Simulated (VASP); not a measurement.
# Be3CdO4: single point with PBE

Crystal: Be3CdO4.

```
Be Cd O
1.0
     2.86003    0.00000    0.00000
     0.00000    2.86003    0.00000
     0.00000    0.00000    8.68286
Be Cd O
3 1 4
Direct
  0.50000 0.50000 0.70889
  0.00000 0.00000 0.50000
  0.50000 0.50000 0.29111
  0.00000 0.00000 0.00000
  0.00000 0.50000 0.60406
  0.50000 0.00000 0.81034
  0.50000 0.00000 0.39594
  0.00000 0.50000 0.18966
```

```yaml
Program: VASP 6.6.1
Task: single point
Functional: PBE
Potentials_or_basis: VASP PAW PBE potentials, release 64 (Be, Cd, O)
Cutoff: 600 eV
k_mesh: 6 × 6 × 2
Occupations: gaussian, width 0.1 eV
Spin: no spin polarisation
Dipole_correction: no
Further_INCAR_settings: ALGO = Normal; EDIFF = 1e-06; NBANDS = 31
```

```json
{"Pressure": "0.7 GPa", "Largest force": "0.129 eV/Å", "Band gap on the k mesh": "1.82 eV"}
```

Forces on the atoms (eV/Å):
```
Be   0.000  0.000  0.001
Be   0.000  0.000  0.000
Be   0.000  0.000 -0.001
Cd   0.000  0.000  0.000
O    0.000  0.000  0.001
O    0.000  0.000 -0.129
O    0.000  0.000 -0.001
O    0.000  0.000  0.129
```

Stress tensor (GPa, compression positive):
```
0.38 0.00 0.00
0.00 0.38 0.00
0.00 0.00 1.24
```

Levels at points of the mesh, in eV from the valence-band top:
```csv
k point,band 18,band 19,band 20,band 21,band 22,band 23,band 24,band 25
"(0.00, 0.00, 0.00)",-1.29,-0.88,0.00,0.00,1.82,6.31,7.20,7.44
"(0.50, 0.00, 0.00)",-1.68,-1.06,-1.02,-0.07,4.10,5.02,10.43,10.88
"(0.50, 0.50, 0.00)",-2.23,-2.23,-2.03,-1.96,5.51,5.51,8.90,8.90
"(0.00, 0.00, 0.50)",-1.08,-1.08,-0.08,-0.08,2.22,6.18,6.67,7.54
"(0.50, 0.00, 0.50)",-1.68,-1.50,-1.41,-0.07,4.11,5.05,10.41,10.67
"(0.50, 0.50, 0.50)",-2.44,-2.44,-2.35,-1.76,5.96,5.96,7.92,7.92
```

Run time: 33 s on 1 thread of AMD EPYC 9R45 96-Core Processor (Zen 5) (shared host), peak memory 0.18 GiB.

A k mesh can miss the band edges.
